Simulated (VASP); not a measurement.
# H2C3O in VASP: notebook, part 3 of 3

VASP 6.6.1. The steps go on from the part before.

## (5) Single point, LDA

Input file INCAR:

```
SYSTEM = H2C3O
PREC = Accurate
ENCUT = 520
EDIFF = 1E-6
ISMEAR = -1
SIGMA = 0.02
LREAL = Auto
LASPH = .True.
NELM = 60
ALGO = Normal
ISIF = 2
LWAVE = .False.
LCHARG = .False.
GGA = CA
NBANDS = 84
```

Input file KPOINTS:

```
regular mesh
0
Gamma
  1 1 1
  0 0 0
```

Input file POSCAR:

```
H2C3O
1.0
    9.1577140000      0.0000000000      0.0000000000
    0.0000000000      9.1577140000      0.0000000000
    0.0000000000      0.0000000000      9.1577140000
C H O
18 12 6
Direct
    0.9464370693      0.1847841066      0.2090478039
    0.9730157548      0.1315393776      0.0911581209
    0.6710080704      0.9101179618      0.1594939523
    0.5601179508      0.9336391156      0.2330931060
    0.8862036967      0.9598356096      0.4989127199
    0.8542415716      1.0380756595      0.6010342756
    0.2288890000      0.0484837155      0.7364283270
    0.2449956397      0.0510389383      0.8654670805
    0.9868074063      0.3378026438      0.7206820392
    0.8823927019      0.3971405964      0.6698833355
    0.9750031503      0.6076734871      0.4012245851
    0.9860867024      0.5880070070      0.2711484547
    0.3684107191      0.4167852370      0.8090447026
    0.2820900500      0.1913141205      0.2646402803
    0.7614127281      0.5257534795      0.9909569135
    0.6133190008      0.1797937782      0.8776098489
    0.0241544997      0.6930768967      0.7619696357
    0.5488269234      0.7981904654      0.6255382075
    1.0019203482      0.0878494349     -0.0154186951
    0.9253947000      0.2260171043      0.3191844602
    0.4599837907      0.9389679564      0.2877137242
    0.7682266557      0.9021902191      0.1024491483
    0.8223449651      1.1059637809      0.6884796795
    0.9068092758      0.8919147289      0.4071430927
    0.2508813881      0.0541838280      0.9835969981
    0.2169864663      0.0466819558      0.6160052607
    0.8020014602      0.4645482486      0.6127293340
    1.0720033406      0.2695323309      0.7684341311
    0.9608620667      0.5546689927      0.1581508224
    0.9877574251      0.6349619567      0.5173343479
    0.3347669517      0.5120491861      0.8810932510
    0.2850056248      0.3113222361      0.2900505519
    0.6806065356      0.5692796259      0.9101616408
    0.5810074436      0.2225992207      0.9876700670
    0.0567390508      0.7126996978      0.8773586945
    0.4708161884      0.8857123077      0.5893828962
```

Potentials or basis: VASP PAW LDA potentials, release 64 (C, H, O).

Command:

```sh
$ cat potpaw_LDA.64/C/POTCAR potpaw_LDA.64/H/POTCAR potpaw_LDA.64/O/POTCAR > POTCAR
$ mpirun -np 1 vasp_gam > vasp.out
```

OUTCAR:

```text
SYSTEM = H2C3O
   PREC = Accurate
   ENCUT = 520
   EDIFF = 1E-6
   ISMEAR = -1
   LREAL = Auto
   LASPH = .True.
   NELM = 60
   ISIF = 2
   GGA = CA

 ion  position               nearest neighbor table
   1  0.946  0.185  0.209-  20 1.09   2 1.21
   2  0.973  0.132  0.091-  19 1.09   1 1.21
   3  0.671  0.910  0.159-  22 1.03   4 1.24
   4  0.560  0.934  0.233-  21 1.05   3 1.24
   5  0.886  0.960  0.499-  24 1.06   6 1.21
   6  0.854  0.038  0.601-  23 1.06   5 1.21
   7  0.229  0.048  0.736-  26 1.11   8 1.19
   8  0.245  0.051  0.865-  25 1.08   7 1.19
   9  0.987  0.338  0.721-  28 1.09  10 1.19
  10  0.882  0.397  0.670-  27 1.09   9 1.19
  11  0.975  0.608  0.401-  30 1.10  12 1.21
  12  0.986  0.588  0.271-  29 1.10  11 1.21
  13  0.368  0.417  0.809-  31 1.14
  14  0.282  0.191  0.265-  32 1.12
  15  0.761  0.526  0.991-  33 1.12
  16  0.613  0.180  0.878-  34 1.12
  17  0.024  0.693  0.762-  35 1.11
  18  0.549  0.798  0.626-  36 1.12
[... 16 lines left out ...]
  35  0.057  0.713  0.877-  17 1.11
  36  0.471  0.886  0.589-  18 1.12

  LATTYP: Found a simple cubic cell.
 ALAT       =     9.1577140000

  Lattice vectors:

 A1 = (   9.1577140000,   0.0000000000,   0.0000000000)
 A2 = (   0.0000000000,   9.1577140000,   0.0000000000)
 A3 = (   0.0000000000,   0.0000000000,   9.1577140000)

Analysis of symmetry for initial positions (statically):
=====================================================================
 Subroutine PRICEL returns:
 Original cell was already a primitive cell.

 Routine SETGRP: Setting up the symmetry group for a
 simple cubic supercell.

 Subroutine GETGRP returns: Found  1 space group operations
 (whereof  1 operations were pure point group operations)
 out of a pool of 48 trial point group operations.

The static configuration has the point symmetry C_1 .

Analysis of symmetry for dynamics (positions and initial velocities):
=====================================================================
 Subroutine PRICEL returns:
 Original cell was already a primitive cell.

 Routine SETGRP: Setting up the symmetry group for a
 simple cubic supercell.

 Subroutine GETGRP returns: Found  1 space group operations
 (whereof  1 operations were pure point group operations)
 out of a pool of 48 trial point group operations.

The dynamic configuration has the point symmetry C_1 .

 Subroutine INISYM returns: Found  1 space group operations
 (whereof  1 operations are pure point group operations),
 and found     1 'primitive' translations

----------------------------------------------------------------------------------------

                                     Primitive cell

  volume of cell :     768.0000

  direct lattice vectors                    reciprocal lattice vectors
     9.157714000  0.000000000  0.000000000     0.109197557  0.000000000  0.000000000
     0.000000000  9.157714000  0.000000000     0.000000000  0.109197557  0.000000000
     0.000000000  0.000000000  9.157714000     0.000000000  0.000000000  0.109197557

  length of vectors
     9.157714000  9.157714000  9.157714000     0.109197557  0.109197557  0.109197557

  position of ions in fractional coordinates (direct lattice)
     0.946437069  0.184784107  0.209047804
     0.973015755  0.131539378  0.091158121
     0.671008070  0.910117962  0.159493952
     0.560117951  0.933639116  0.233093106
     0.886203697  0.959835610  0.498912720
     0.854241572  0.038075660  0.601034276
[... 28 lines left out ...]
     0.056739051  0.712699698  0.877358695
     0.470816188  0.885712308  0.589382896

  ion indices of the primitive-cell ions
   primitive index   ion index
                 1           1
                 2           2
                 3           3
                 4           4
                 5           5
                 6           6
[... 28 lines left out ...]
                35          35
                36          36

----------------------------------------------------------------------------------------

 KPOINTS: regular mesh

Automatic generation of k-mesh.
 Grid dimensions read from file:
 generate k-points for:    1    1    1

 Generating k-lattice:

  Cartesian coordinates                     Fractional coordinates (reciprocal lattice)
     0.109197557  0.000000000  0.000000000     1.000000000  0.000000000  0.000000000
     0.000000000  0.109197557  0.000000000     0.000000000  1.000000000  0.000000000
     0.000000000  0.000000000  0.109197557     0.000000000  0.000000000  1.000000000

  Length of vectors
     0.109197557  0.109197557  0.109197557

  Shift w.r.t. Gamma in fractional coordinates (k-lattice)
     0.000000000  0.000000000  0.000000000

 Subroutine IBZKPT returns following result:
 ===========================================

 Found      1 irreducible k-points:

 Following reciprocal coordinates:
            Coordinates               Weight
  0.000000  0.000000  0.000000      1.000000
   k-points           NKPTS =      1   k-points in BZ     NKDIM =      1   number of bands    NBANDS=     84
   number of dos      NEDOS =    301   number of ions     NIONS =     36
   total plane-waves  NPLWV = 343000
   dimension x,y,z NGX =    70 NGY =   70 NGZ =   70
   dimension x,y,z NGXF=   140 NGYF=  140 NGZF=  140
   ions per type =              18  12   6
   NGX,Y,Z   is equivalent  to a cutoff of  12.71, 12.71, 12.71 a.u.
   NGXF,Y,Z  is equivalent  to a cutoff of  25.42, 25.42, 25.42 a.u.
 SYSTEM =  H2C3O
   PREC   = accura    normal or accurate (medium, high low for compatibility)
   ISTART =      0    job   : 0-new  1-cont  2-samecut
   ICHARG =      2    charge: 1-file 2-atom 10-const
   ISPIN  =      1    spin polarized calculation?
   LNONCOLLINEAR =      F non collinear calculations
   LSORBIT =      F    spin-orbit coupling
   LASPH  =      T    aspherical Exc in radial PAW
   ENCUT  =  520.0 eV  38.22 Ry    6.18 a.u.  17.03 17.03 17.03*2*pi/ulx,y,z
   NELM   =     60;   NELMIN=  2; NELMDL= -5     # of ELM steps
   EDIFF  = 0.1E-05   stopping-criterion for ELM
   LREAL  =      T    real-space projection
   EDIFFG = 0.1E-04   stopping-criterion for IOM
   NSW    =      0    number of steps for IOM
   IBRION =     -1    ionic relax: 0-MD 1-quasi-New 2-CG
   NFREE  =      0    steps in history (QN), initial steepest desc. (CG)
   ISIF   =      2    stress and relaxation
   ISYM   =      2    0-nonsym 1-usesym 2-fastsym
   POTIM  = 0.5000    time-step for ionic-motion
   TEBEG  =    0.0;   TEEND  =   0.0 temperature during run
   PSTRESS=    0.0 pullay stress
   NELECT =     120.0000    total number of electrons
   NUPDOWN=      -1.0000    fix difference up-down
   EMIN   =  10.00;   EMAX   =-10.00  energy-range for DOS
   EFERMI =   0.00;   METHOD = LEGACY
   ISMEAR =    -1;   SIGMA  =   0.02  broadening in eV -4-tet -1-fermi 0-gaus
   EFERMI_NEDOS =   21; number of points for ismear=-14 and -15
   IALGO  =     38    algorithm
   IMIX   =      4    mixing-type and parameters
     AMIX     =   0.40;   BMIX     =  1.00
     AMIX_MAG =   1.60;   BMIX_MAG =  1.00
  volume/ion in A,a.u.               =      21.33       143.96
  Fermi-wavevector in a.u.,A,eV,Ry     =   0.881755  1.666276 10.578431  0.777493
  Thomas-Fermi vector in A             =   2.002295
   LORBIT       =      0    0 simple, 1 ext, 2 COOP (PROOUT), +10 PAW based schemes
   GGA     = CA    functional components
   LHFCALC =     F    Hartree Fock is set to
   AEXX    =    0.0000 exact exchange contribution
   IVDW    =     0    specifies the selected vdW correction
   LEPSILON=     F    determine dielectric tensor
   LRPA    =     F    only Hartree local field effects (RPA)
 non-spin polarized calculation
  energy-cutoff  :      520.00
  volume of cell :      768.00
 maximum number of plane-waves:     10240
 NGX is ok and might be reduce to    70
   NGX = 35   NGY = 35   NGZ = 35

 number of electron     120.0000000 magnetization

 Free energy of the ion-electron system (eV)
  ---------------------------------------------------
  ext. energy  EPLUGINS =         0.00000000
  ---------------------------------------------------
  free energy    TOTEN  =      -239.34887533 eV

  energy without entropy =     -239.34887533  energy(sigma->0) =     -239.34887533

 E-fermi :  -3.8525     XC(G=0):  -5.9849

 val. band max:       -4.3818272602   @ k =   0.0000   0.0000   0.0000
 cond. band min:      -0.0068654942   @ k =   0.0000   0.0000   0.0000
 fundamental gap:      4.3749617660
 Fermi energy:        -3.8524739147

 k-point     1 :       0.0000    0.0000    0.0000
  band No.  band energies     occupation
      1     -27.0863      2.00000
      2     -27.0079      2.00000
      3     -26.8443      2.00000
      4     -26.7955      2.00000
      5     -26.7352      2.00000
      6     -26.7014      2.00000
[... 64 lines left out ...]
     71       0.6011      0.00000
     72       0.6358      0.00000
 [bands above 72 left out]

------------------------ aborting loop because EDIFF is reached ----------------------------------------

  FORCE on cell =-STRESS in cart. coord.  units (eV):
  Direction    XX          YY          ZZ          XY          YZ          ZX
  --------------------------------------------------------------------------------------
  -------------------------------------------------------------------------------------
  Total        0.5172031      1.2269701      1.8986691     -1.0158879     -0.2935807      2.3764070
  in kB        1.0789727      2.5596661      3.9609434     -2.1193132     -0.6124588      4.9575850
  external PRESSURE =       2.5331941 kB  Pullay stress =       0.0000000 kB

 VOLUME and BASIS-vectors are now :
 -----------------------------------------------------------------------------
  energy-cutoff  :      520.00
  volume of cell :      768.00
      direct lattice vectors                 reciprocal lattice vectors
     9.157714000  0.000000000  0.000000000     0.109197557  0.000000000  0.000000000
     0.000000000  9.157714000  0.000000000     0.000000000  0.109197557  0.000000000
     0.000000000  0.000000000  9.157714000     0.000000000  0.000000000  0.109197557

 POSITION                                       TOTAL-FORCE (eV/Angst)
 -----------------------------------------------------------------------------------
      8.66720      1.69220      1.91440         0.060069     -0.148180      0.106418
      8.91060      1.20460      0.83480        -0.005002      0.190075      0.080917
      6.14490      8.33460      1.46060        -4.074440      0.865530      2.721874
      5.12940      8.55000      2.13460         3.646707     -0.954715     -2.521217
      8.11560      8.78990      4.56890        -0.425485      0.925940      1.124491
      7.82290      0.34869      5.50410         0.449558     -1.166655     -1.341919
[... 28 lines left out ...]
      0.51960      6.52670      8.03460         0.751719      0.471339      2.863502
      4.31160      8.11110      5.39740        -0.937315      1.071526     -0.502951
 -----------------------------------------------------------------------------------
    total drift:                               -0.012662     -0.013821      0.007569

  FREE ENERGIE OF THE ION-ELECTRON SYSTEM (eV)
  ---------------------------------------------------
  free  energy   TOTEN  =      -239.3488753258 eV

  energy  without entropy=     -239.3488753258  energy(sigma->0) =     -239.34887533
```

Wall time 84 s (1 thread of Intel Xeon 6975P-C (Granite Rapids), shared host); peak memory 0.49 GiB.

Results:

```
Free energy            : -239.3489 eV
Pressure               : 0.3 GPa
Largest force          : 4.976 eV/Å
Band gap on the k mesh : 4.37 eV
```

Forces in eV/Å, atoms in the order of the input:
```
C    0.060 -0.148  0.106
C   -0.005  0.190  0.081
C   -4.074  0.866  2.722
C    3.647 -0.955 -2.521
C   -0.425  0.926  1.124
C    0.450 -1.167 -1.342
C   -0.248  0.005 -2.470
C   -0.005  0.088  1.665
C    1.002 -1.049  0.779
C   -1.064  1.220 -0.943
C    0.599  0.403  0.474
C   -0.851 -0.509 -0.581
C   -0.039  0.122  0.012
C    0.004 -1.402 -0.332
C    1.345 -0.640  1.233
C    0.558 -0.668 -1.557
C   -0.779 -0.423 -2.900
C    1.014 -1.089  0.457
H   -0.133  0.104  0.251
H    0.024 -0.142 -0.503
H   -1.068  0.217  0.682
H    1.502 -0.149 -0.864
H   -0.250  0.550  0.681
H    0.189 -0.422 -0.488
H    0.163 -0.034 -0.155
H    0.060 -0.012  1.081
H    0.222 -0.432  0.368
H   -0.123  0.256 -0.151
H    0.407  0.291  0.616
H   -0.159 -0.149 -0.447
O    0.003 -0.077 -0.048
O    0.026  1.387  0.300
O   -1.360  0.664 -1.262
O   -0.504  0.639  1.573
O    0.752  0.471  2.864
O   -0.937  1.072 -0.503
```

Caveat: the k points lie up to 0.69 Å⁻¹ apart.
